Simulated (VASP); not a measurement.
The system is KTaO3.

```
K Ta O
1.0
     3.98830    0.00000    0.00000
     0.00000    3.98830    0.00000
     0.00000    0.00000    3.98830
K Ta O
1 1 3
Direct
  0.50000 0.50000 0.50000
  0.00000 0.00000 0.00000
  0.50000 0.00000 0.00000
  0.00000 0.50000 0.00000
  0.00000 0.00000 0.50000
```

```yaml
Program: VASP 6.6.1
Task: relaxation of cell and atoms
Functional: PBE
Potentials_or_basis: VASP PAW PBE potentials, release 64 (K_sv, Ta_pv, O)
Cutoff: 600 eV
k_mesh: 4 × 4 × 4
Occupations: gaussian, width 0.1 eV
Spin: no spin polarisation
```

At the start: pressure 5.9 GPa; volume 12.69 Å³/atom.

Question: How do energy, volume and symmetry change on relaxing?

Answer: Over 3 steps the energy falls by 6.9 meV/atom and the volume is 13.07 Å³/atom (+3.0 %); space group Pm-3m (No. 221, to 0.1 Å) before and after.

The path:
| step | energy change (eV) | largest force (eV/Å) | pressure (GPa) | volume (Å³) |
| --- | --- | --- | --- | --- |
| 1 | 0.0000 | 0.0000 | 5.94 | 63.44 |
| 2 | 0.0189 | 0.0000 | -6.53 | 67.86 |
| 3 | -0.0343 | 0.0000 | -0.04 | 65.36 |

Final structure:
```
K Ta O
1.0
     4.02805    0.00000    0.00000
     0.00000    4.02805    0.00000
     0.00000    0.00000    4.02805
K Ta O
1 1 3
Direct
  0.50000 0.50000 0.50000
  0.00000 0.00000 0.00000
  0.50000 0.00000 0.00000
  0.00000 0.50000 0.00000
  0.00000 0.00000 0.50000
```
